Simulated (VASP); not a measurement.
**Pt: single point with r2SCAN**

The system is Pt.

```xyz
1
Lattice="0.0000 1.8292 1.8292 1.8292 0.0000 1.8292 1.8292 1.8292 0.0000" Properties=species:S:1:pos:R:3 pbc="T T T"
Pt    0.0000    0.0000    0.0000
```

```
Program                : VASP 6.6.1
Task                   : single point
Functional             : r2SCAN
Potentials or basis    : VASP PAW PBE potentials, release 64 (Pt)
Cutoff                 : 520 eV
k mesh                 : 17 × 17 × 17
Occupations            : fermi-dirac, width 0.08 eV
Spin                   : no spin polarisation
Dipole correction      : no
Further INCAR settings : ALGO = Normal; EDIFF = 1e-06; NBANDS = 11
```

The pressure is 112.5 GPa and the band gap on the k mesh is zero (bands 5 and 6 overlap by 3.32 eV).

Levels at points of the mesh, in eV from the Fermi level:
```tsv
k point	band 1	band 2	band 3	band 4	band 5	band 6	band 7	band 8	band 9	band 10
(0.00, 0.00, 0.00)	-13.16	-5.49	-5.49	-5.49	-2.42	-2.42	14.54	21.01	21.01	21.01
```

Run time: 100 s on 1 thread of Intel Xeon 8259CL (shared host), peak memory 0.15 GiB.

Caveat: the cell stands under pressure; the PAW data sets were made with another functional, which shifts forces and pressure a little; spin-orbit coupling is left out, which moves the levels of the heavy elements.
